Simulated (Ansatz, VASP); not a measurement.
## ZrB2, level by level in two programs

```
Zr B
1.0
     3.10529    0.00000    0.00000
    -1.55264    2.68926    0.00000
     0.00000    0.00000    3.46088
Zr B
1 2
Cartesian
  0.0000 0.0000 0.0000
  1.5526 0.8964 1.7304
  0.0000 1.7928 1.7304
```

Single points on this cell with VASP 6.6.1 and Ansatz 0.2.0. Each row is one pair of runs. Alike in all rows: spin: off; k mesh: 10 × 10 × 8; smearing: fermi-dirac, width 0.05 eV; VASP's potentials, cutoff: VASP PAW PBE potentials, release 64 (Zr_sv, B), 520 eV.

| level | Ansatz's potentials, cutoff | gap on the k mesh at the Fermi level (eV), VASP | gap on the k mesh at the Fermi level (eV), Ansatz | pressure (GPa), VASP | pressure (GPa), Ansatz |
| --- | --- | --- | --- | --- | --- |
| r2SCAN | Ansatz PAW, 500 eV | none | ? | 18.1 | ? |
| PBE+D3(BJ) | Ansatz PAW, 420 eV | none | none | 10.8 | 10.6 |
| PBEsol+D4 | Ansatz PAW, 420 eV | none | none | 9.0 | 8.6 |

Task: Fill in what Ansatz gave in row 1.

Result: gap on the k mesh at the Fermi level (eV): none; pressure (GPa): 18.0.

A gap of «none» marks a metal or a gap that the smearing closes.
